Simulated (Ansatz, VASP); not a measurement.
# BP: VASP beside Ansatz

Contents of INCAR:

```
ALGO     = Normal         # electronic algorithm
EDIFF    = 1E-7           # SCF threshold, eV
ENCUT    = 520            # plane-wave cutoff, eV
GGA      = PE             # functional
ISIF     = 2              # what is computed and relaxed
ISMEAR   = -1             # smearing method
LASPH    = T              # aspherical terms in the spheres
LCHARG   = F              # write CHGCAR
LREAL    = F              # projectors in reciprocal space
LWAVE    = F              # write WAVECAR
NBANDS   = 11             # bands
NELM     = 80             # most SCF steps
PREC     = Accurate       # precision mode
SIGMA    = 0.02           # smearing width, eV
```

Contents of KPOINTS:

```
k-points
0
Gamma
  10 10 10
```

The input POSCAR:

```
BP
1.0
    0.0000000000      2.2683156780      2.2683156780
    2.2683156780      0.0000000000      2.2683156780
    2.2683156780      2.2683156780      0.0000000000
B P
1 1
Direct
    0.0000000000      0.0000000000      0.0000000000
    0.2500000000      0.2500000000      0.2500000000
```

Input for Ansatz:

```yaml
crystal:
  lattice:
    - [0.0, 2.268315678, 2.268315678]
    - [2.268315678, 0.0, 2.268315678]
    - [2.268315678, 2.268315678, 0.0]
  atoms:
    - { symbol: B, position: [0.0, 0.0, 0.0] }
    - { symbol: P, position: [0.25, 0.25, 0.25] }
kpoints:
  mp_grid: { grid: [10, 10, 10] }
  band_path:
    path:
      - [[0.0, 0.0, 0.0], [-0.5, -0.5, -5.503493892587e-34], [-0.375, -0.375, 0.25]]
      - [[-0.375, 1.387950257514e-17, 0.375], [0.0, 0.0, 0.0], [-7.320582335822e-17, -2.526830436808e-18, 0.5], [-0.5, -0.25, 0.25], [-0.5, -0.5, -5.503493892587e-34]]
    npoints: 10
hamiltonian:
  xc: pbe
scf:
  occupations: { method: fermi_dirac, width: 0.02 }
  n_extra_bands: 4
output:
  forces: true
  stress: true
  eigenvalues: true
  write_density: true
  write_potential: true
  elf: true
  volumetric_format: npy
```

Alike in both runs: task single point; functional PBE; k mesh 10 × 10 × 10; occupations fermi-dirac, width 0.02 eV; no spin polarisation.

|  | VASP | Ansatz |
| --- | --- | --- |
| version | VASP 6.6.1 | Ansatz 0.2.0 |
| potentials or method | VASP PAW PBE potentials, release 64 (B, P) | plane waves, PAW |
| plane-wave cutoff (eV) | 520 | 420 |
| valence electrons in the cell | 8 | 8 |

VASP gave:

| Item | Value |
| --- | --- |
| gap on the k mesh at the Fermi level (eV) | 1.24 |
| pressure (GPa) | 1.0 |

Q: Estimate Ansatz's values.

A: gap on the k mesh at the Fermi level (eV): 1.24; pressure (GPa): 1.3.
